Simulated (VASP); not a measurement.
# RbBr (F-43m) in VASP: notebook

RbBr is run at these levels: PBE, HSE06, PBE0; tasks: single point.

All numbers are computed with VASP 6.6.1; they aren't measurements. Logs are shortened: lines on timing, memory, paths and dates and some standing lists are left out, and cuts for length are marked.

### Step 1. The cell of the first run

It takes space group F-43m (No. 216, cubic). The conventional cell has a = 7.739 Å, b = 7.739 Å, c = 7.739 Å, α = 90.00°, β = 90.00°, γ = 90.00°. Rb (site symmetry -43m) has 4 Br at 3.35 Å within 4.4 Å. Within 4.4 Å of Br (site symmetry -43m) lie 4 Rb at 3.35 Å.

### Step 2. Single point, PBE

The input, INCAR:

```
ALGO     = Normal         # electronic algorithm
EDIFF    = 1E-7           # SCF threshold, eV
ENCUT    = 520            # plane-wave cutoff, eV
GGA      = PE             # functional
ISIF     = 2              # what is computed and relaxed
ISMEAR   = 0              # smearing method
LASPH    = True           # aspherical terms in the spheres
LCHARG   = False          # write CHGCAR
LREAL    = False          # projectors in reciprocal space
LWAVE    = False          # write WAVECAR
NBANDS   = 15             # bands
NELM     = 60             # most SCF steps
PREC     = Accurate       # precision mode
SIGMA    = 0.01           # smearing width, eV
```

The input, KPOINTS:

```
k-points
0
Gamma
  6 6 6
```

The input, POSCAR:

```
RbBr
1.0
    0.0000000000      3.8694966421      3.8694966421
    3.8694966421      0.0000000000      3.8694966421
    3.8694966421      3.8694966421      0.0000000000
Rb Br
1 1
Direct
    0.0000000000      0.0000000000      0.0000000000
    0.2500000000      0.2500000000      0.2500000000
```

Potentials or basis: VASP PAW PBE potentials, release 64 (Rb_sv, Br).

Launch:

```console
$ cat potpaw_PBE.64/Rb_sv/POTCAR potpaw_PBE.64/Br/POTCAR > POTCAR
$ mpirun -np 1 vasp_std > vasp.out
```

OUTCAR:

```text
EDIFF = 1E-7
   ENCUT = 520
   GGA = PE
   ISIF = 2
   ISMEAR = 0
   LASPH = True
   LREAL = False
   NELM = 60
   PREC = Accurate

 ion  position               nearest neighbor table
   1  0.000  0.000  0.000-   2 3.35   2 3.35   2 3.35   2 3.35
   2  0.250  0.250  0.250-   1 3.35   1 3.35   1 3.35   1 3.35

  LATTYP: Found a face centered cubic cell.
 ALAT       =     7.7389932842

  Lattice vectors:

 A1 = (   0.0000000000,   3.8694966421,   3.8694966421)
 A2 = (   3.8694966421,   0.0000000000,   3.8694966421)
 A3 = (   3.8694966421,   3.8694966421,   0.0000000000)

Analysis of symmetry for initial positions (statically):
=====================================================================
 Subroutine PRICEL returns:
 Original cell was already a primitive cell.

 Routine SETGRP: Setting up the symmetry group for a
 face centered cubic supercell.

 Subroutine GETGRP returns: Found 24 space group operations
 (whereof 24 operations were pure point group operations)
 out of a pool of 48 trial point group operations.

The static configuration has the point symmetry T_d .

Analysis of symmetry for dynamics (positions and initial velocities):
=====================================================================
 Subroutine PRICEL returns:
 Original cell was already a primitive cell.

 Routine SETGRP: Setting up the symmetry group for a
 face centered cubic supercell.

 Subroutine GETGRP returns: Found 24 space group operations
 (whereof 24 operations were pure point group operations)
 out of a pool of 48 trial point group operations.

The dynamic configuration has the point symmetry T_d .

 Subroutine INISYM returns: Found 24 space group operations
 (whereof 24 operations are pure point group operations),
 and found     1 'primitive' translations

----------------------------------------------------------------------------------------

                                     Primitive cell

  volume of cell :     115.8760

  direct lattice vectors                    reciprocal lattice vectors
     0.000000000  3.869496642  3.869496642    -0.129215773  0.129215773  0.129215773
     3.869496642  0.000000000  3.869496642     0.129215773 -0.129215773  0.129215773
     3.869496642  3.869496642  0.000000000     0.129215773  0.129215773 -0.129215773

  length of vectors
     5.472294631  5.472294631  5.472294631     0.223808284  0.223808284  0.223808284

  position of ions in fractional coordinates (direct lattice)
     0.000000000  0.000000000  0.000000000
     0.250000000  0.250000000  0.250000000

  ion indices of the primitive-cell ions
   primitive index   ion index
                 1           1
                 2           2

----------------------------------------------------------------------------------------

 KPOINTS: k-points

Automatic generation of k-mesh.
 Grid dimensions read from file:
 generate k-points for:    6    6    6

 Generating k-lattice:

  Cartesian coordinates                     Fractional coordinates (reciprocal lattice)
    -0.021535962  0.021535962  0.021535962     0.166666667  0.000000000  0.000000000
     0.021535962 -0.021535962  0.021535962     0.000000000  0.166666667  0.000000000
     0.021535962  0.021535962 -0.021535962     0.000000000  0.000000000  0.166666667

  Length of vectors
     0.037301381  0.037301381  0.037301381

  Shift w.r.t. Gamma in fractional coordinates (k-lattice)
     0.000000000  0.000000000  0.000000000

 Subroutine IBZKPT returns following result:
 ===========================================

 Found     16 irreducible k-points:

 Following reciprocal coordinates:
            Coordinates               Weight
  0.000000  0.000000  0.000000      1.000000
  0.166667  0.000000  0.000000      8.000000
  0.333333  0.000000  0.000000      8.000000
  0.500000  0.000000  0.000000      4.000000
  0.166667  0.166667  0.000000      6.000000
  0.333333  0.166667  0.000000     24.000000
[... 8 lines left out ...]
 -0.333333  0.333333  0.166667     24.000000
 -0.333333  0.500000  0.166667     12.000000
   k-points           NKPTS =     16   k-points in BZ     NKDIM =     16   number of bands    NBANDS=     15
   number of dos      NEDOS =    301   number of ions     NIONS =      2
   total plane-waves  NPLWV =  74088
   dimension x,y,z NGX =    42 NGY =   42 NGZ =   42
   dimension x,y,z NGXF=    84 NGYF=   84 NGZF=   84
   ions per type =               1   1
   NGX,Y,Z   is equivalent  to a cutoff of  12.76, 12.76, 12.76 a.u.
   NGXF,Y,Z  is equivalent  to a cutoff of  25.52, 25.52, 25.52 a.u.
 SYSTEM =  unknown system
   PREC   = accura    normal or accurate (medium, high low for compatibility)
   ISTART =      0    job   : 0-new  1-cont  2-samecut
   ICHARG =      2    charge: 1-file 2-atom 10-const
   ISPIN  =      1    spin polarized calculation?
   LNONCOLLINEAR =      F non collinear calculations
   LSORBIT =      F    spin-orbit coupling
   LASPH  =      T    aspherical Exc in radial PAW
   ENCUT  =  520.0 eV  38.22 Ry    6.18 a.u.  10.17 10.17 10.17*2*pi/ulx,y,z
   NELM   =     60;   NELMIN=  2; NELMDL= -5     # of ELM steps
   EDIFF  = 0.1E-06   stopping-criterion for ELM
   LREAL  =      F    real-space projection
   EDIFFG = 0.1E-05   stopping-criterion for IOM
   NSW    =      0    number of steps for IOM
   IBRION =     -1    ionic relax: 0-MD 1-quasi-New 2-CG
   NFREE  =      0    steps in history (QN), initial steepest desc. (CG)
   ISIF   =      2    stress and relaxation
   ISYM   =      2    0-nonsym 1-usesym 2-fastsym
   POTIM  = 0.5000    time-step for ionic-motion
   TEBEG  =    0.0;   TEEND  =   0.0 temperature during run
   PSTRESS=    0.0 pullay stress
   NELECT =      16.0000    total number of electrons
   NUPDOWN=      -1.0000    fix difference up-down
   EMIN   =  10.00;   EMAX   =-10.00  energy-range for DOS
   EFERMI =   0.00;   METHOD = LEGACY
   ISMEAR =     0;   SIGMA  =   0.01  broadening in eV -4-tet -1-fermi 0-gaus
   EFERMI_NEDOS =   21; number of points for ismear=-14 and -15
   IALGO  =     38    algorithm
   IMIX   =      4    mixing-type and parameters
     AMIX     =   0.40;   BMIX     =  1.00
     AMIX_MAG =   1.60;   BMIX_MAG =  1.00
  volume/ion in A,a.u.               =      57.94       390.98
  Fermi-wavevector in a.u.,A,eV,Ry     =   0.846156  1.599003  9.741495  0.715980
  Thomas-Fermi vector in A             =   1.961458
   LORBIT       =      0    0 simple, 1 ext, 2 COOP (PROOUT), +10 PAW based schemes
   GGA     = PE    functional components
   LHFCALC =     F    Hartree Fock is set to
   AEXX    =    0.0000 exact exchange contribution
   IVDW    =     0    specifies the selected vdW correction
   LEPSILON=     F    determine dielectric tensor
   LRPA    =     F    only Hartree local field effects (RPA)
 non-spin polarized calculation
 Gauss-broadening in eV      SIGMA  =   0.01
  energy-cutoff  :      520.00
  volume of cell :      115.88
 maximum number of plane-waves:      3143
 NGX is ok and might be reduce to    42
   NGX = 21   NGY = 21   NGZ = 21

 number of electron      15.9999998 magnetization

 Free energy of the ion-electron system (eV)
  ---------------------------------------------------
  ext. energy  EPLUGINS =         0.00000000
  ---------------------------------------------------
  free energy    TOTEN  =        -5.92751634 eV

  energy without entropy =       -5.92751634  energy(sigma->0) =       -5.92751634

 E-fermi :  -3.0237     XC(G=0):  -5.7334

 val. band max:       -3.0810167330   @ k =   0.5000   0.5000   0.0000
 cond. band min:       0.9940647487   @ k =   0.0000   0.0000   0.0000
 fundamental gap:      4.0750814816
 Fermi energy:        -3.0237086521

 k-point     1 :       0.0000    0.0000    0.0000
  band No.  band energies     occupation
      1     -27.6698      2.00000
      2     -14.9552      2.00000
      3     -11.7769      2.00000
      4     -11.7769      2.00000
      5     -11.7769      2.00000
      6      -3.1690      2.00000
      7      -3.1690      2.00000
      8      -3.1690      2.00000
      9       0.9941      0.00000
     10       5.0772      0.00000
     11       5.0772      0.00000
     12       6.0422      0.00000
     13       6.0422      0.00000
     14       6.0422      0.00000
     15       7.0471      0.00000

 k-point     2 :       0.1667    0.0000    0.0000
  band No.  band energies     occupation
      1     -27.6693      2.00000
      2     -14.9664      2.00000
      3     -11.7799      2.00000
      4     -11.7799      2.00000
      5     -11.7646      2.00000
      6      -3.2388      2.00000
      7      -3.1570      2.00000
      8      -3.1570      2.00000
      9       1.3852      0.00000
     10       4.8267      0.00000
     11       4.8267      0.00000
     12       5.6732      0.00000
     13       6.2230      0.00000
     14       6.4998      0.00000
     15       6.4998      0.00000

 k-point     3 :       0.3333    0.0000    0.0000
  band No.  band energies     occupation
      1     -27.6683      2.00000
      2     -14.9884      2.00000
      3     -11.7860      2.00000
      4     -11.7860      2.00000
      5     -11.7411      2.00000
      6      -3.3420      2.00000
      7      -3.1339      2.00000
      8      -3.1339      2.00000
      9       2.2858      0.00000
     10       4.4485      0.00000
     11       4.6924      0.00000
     12       4.6924      0.00000
     13       6.0748      0.00000
     14       6.3474      0.00000
     15       6.3474      0.00000
[... 199 lines left out ...]
 k-point    15 :      -0.3333    0.3333    0.1667
  band No.  band energies     occupation
      1     -27.6672      2.00000
      2     -15.0095      2.00000
      3     -11.8172      2.00000
      4     -11.8000      2.00000
      5     -11.6850      2.00000
      6      -3.3355      2.00000
      7      -3.2104      2.00000
      8      -3.0946      2.00000
      9       3.0591      0.00000
     10       3.6691      0.00000
     11       4.6302      0.00000
     12       5.1433      0.00000
     13       6.1460      0.00000
     14       6.3321      0.00000
     15       6.9069      0.00000

 k-point    16 :      -0.3333    0.5000    0.1667
  band No.  band energies     occupation
      1     -27.6670      2.00000
      2     -15.0130      2.00000
      3     -11.8152      2.00000
      4     -11.8066      2.00000
      5     -11.6784      2.00000
      6      -3.3894      2.00000
      7      -3.1697      2.00000
      8      -3.0819      2.00000
      9       2.9370      0.00000
     10       3.6450      0.00000
     11       5.2931      0.00000
     12       5.5293      0.00000
     13       5.7393      0.00000
     14       5.9716      0.00000
     15       6.8281      0.00000

------------------------ aborting loop because EDIFF is reached ----------------------------------------

  FORCE on cell =-STRESS in cart. coord.  units (eV):
  Direction    XX          YY          ZZ          XY          YZ          ZX
  --------------------------------------------------------------------------------------
  -------------------------------------------------------------------------------------
  Total        0.1368661      0.1368661      0.1368661     -0.0000000      0.0000000      0.0000000
  in kB        1.8924001      1.8924001      1.8924001     -0.0000000      0.0000000      0.0000000
  external PRESSURE =       1.8924001 kB  Pullay stress =       0.0000000 kB

 VOLUME and BASIS-vectors are now :
 -----------------------------------------------------------------------------
  energy-cutoff  :      520.00
  volume of cell :      115.88
      direct lattice vectors                 reciprocal lattice vectors
     0.000000000  3.869496642  3.869496642    -0.129215773  0.129215773  0.129215773
     3.869496642  0.000000000  3.869496642     0.129215773 -0.129215773  0.129215773
     3.869496642  3.869496642  0.000000000     0.129215773  0.129215773 -0.129215773

 POSITION                                       TOTAL-FORCE (eV/Angst)
 -----------------------------------------------------------------------------------
      0.00000      0.00000      0.00000         0.000000      0.000000      0.000000
      1.93475      1.93475      1.93475        -0.000000     -0.000000     -0.000000
 -----------------------------------------------------------------------------------
    total drift:                                0.000000      0.000000      0.000000

  FREE ENERGIE OF THE ION-ELECTRON SYSTEM (eV)
  ---------------------------------------------------
  free  energy   TOTEN  =        -5.9275163437 eV

  energy  without entropy=       -5.9275163437  energy(sigma->0) =       -5.92751634
```

It took 31 s on 1 thread of AMD EPYC 7R43 (Zen 3), shared host; peak memory 0.22 GiB.

What came out:

```yaml
Free_energy: -5.9275 eV
Pressure: 0.2 GPa
Band_gap_on_the_k_mesh: 4.08 eV (least direct gap 4.16 eV)
```

A k mesh can miss the band edges.

(Continued in part 2 of 2.)
